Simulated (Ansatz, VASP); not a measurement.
# LuGa2Os2: VASP beside Ansatz

```
CELL_PARAMETERS angstrom
0.00000 4.23555 0.00000
4.23555 0.00000 0.00000
2.11777 2.11777 -4.92130
ATOMIC_POSITIONS crystal
Os 0.75000 0.25000 0.50000
Os 0.25000 0.75000 0.50000
Lu 0.00000 0.00000 0.00000
Ga 0.37500 0.37500 0.25000
Ga 0.62500 0.62500 0.75000
```

Alike in both runs: task single point; functional RPBE; k mesh 5 × 5 × 5; occupations tetrahedron; no spin polarisation.

|  | VASP | Ansatz |
| --- | --- | --- |
| version | VASP 6.6.1 | Ansatz 0.2.0 |
| potentials or method | VASP PAW PBE potentials, release 64 (Os, Lu, Ga_d), cutoff 520 eV | PAW plane waves |
| valence electrons in the cell | 67 | 83 |

|  | VASP | Ansatz | Ansatz less VASP |
| --- | --- | --- | --- |
| gap on the k mesh at the Fermi level (eV) | none | none | - |
| pressure (GPa) | 6.1 | 5.8 | -0.29 |
| traceless stress, the component that is largest in VASP (GPa) | 1.91 | 2.04 | +0.136 |
| rms of the force components (eV/Å) | 0.280 | 0.284 | +0.0042 |

VASP's potentials were made for PBE, not for RPBE. Atom by atom the forces differ by 0.004 eV/Å (rms over components). A gap of «none» marks a metal or a gap that the smearing closes. The functional is the same, so the differences come from potentials, cutoffs and numerics. VASP's potentials hold 67 valence electrons a cell and Ansatz's 83, so a difference there can come from the potentials and not from the codes. Ansatz's warnings: band table not solved further, tetrahedron derivatives may miss energy slope.

Neither program's run includes spin-orbit coupling.
